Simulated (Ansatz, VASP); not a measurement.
## Ti: VASP beside Ansatz

The input INCAR:

```
ALGO     = Normal         # electronic algorithm
EDIFF    = 1E-8           # SCF threshold, eV
ENCUT    = 520            # plane-wave cutoff, eV
GGA      = PS             # functional
ISIF     = 2              # what is computed and relaxed
ISMEAR   = -1             # smearing method
LASPH    = True           # aspherical terms in the spheres
LCHARG   = False          # write CHGCAR
LEFG     = True         
LREAL    = False          # projectors in reciprocal space
LWAVE    = False          # write WAVECAR
NBANDS   = 19             # bands
NELM     = 100            # most SCF steps
PREC     = Accurate       # precision mode
SIGMA    = 0.05           # smearing width, eV
```

KPOINTS

```
k-points
0
Gamma
  14 14 8
```

Contents of POSCAR:

```
Ti
1.0
    2.9301986205      0.0000000000      0.0000000000
   -1.4650993102      2.5376264435      0.0000000000
    0.0000000000      0.0000000000      4.6545493880
Ti
2
Direct
    0.3333333333      0.6666666667      0.2500000000
    0.6666666667      0.3333333333      0.7500000000
```

Input for Ansatz:

```yaml
crystal:
  lattice:
    - [2.9301986205, 0.0, 0.0]
    - [-1.4650993102, 2.5376264435, 0.0]
    - [0.0, 0.0, 4.654549388]
  atoms:
    - { symbol: Ti, position: [0.3333333333, 0.6666666667, 0.25] }
    - { symbol: Ti, position: [0.6666666667, 0.3333333333, 0.75] }
kpoints:
  mp_grid: { grid: [14, 14, 8] }
scf:
  occupations: { method: fermi_dirac, width: 0.05 }
hamiltonian:
  xc: pbesol
  pseudopotentials: { kind: all_electron, datasets: crystal }
output:
  forces: true
  stress: true
  eigenvalues: true
  efg: { contact_densities: true }
```

Change from the starting cell: volume scaled by 0.98, crystal datasets.

Alike in both runs: task electric field gradients; functional PBEsol; k mesh 14 × 14 × 8; occupations fermi-dirac, width 0.05 eV; no spin polarisation.

```csv
,VASP,Ansatz
version,VASP 6.6.1,Ansatz 0.2.0
potentials or method,"VASP PAW PBE potentials, release 64 (Ti_sv), cutoff 520 eV","all-electron PAW with datasets made for the crystal, scalar-relativistic"
```

Ansatz gave:

```
pressure (GPa)                                                : -3.8
traceless stress, the component that is largest in VASP (GPa) : -0.34
size of Vzz on the site where it differs most (V/Å²)          : 19.1
```

Estimate VASP's values.

pressure (GPa): -4.1; traceless stress, the component that is largest in VASP (GPa): -0.34; size of Vzz on the site where it differs most (V/Å²): 17.4.

VASP's potentials were made for PBE, not for PBEsol. Ansatz ran all-electron here, and VASP with PAW potentials.
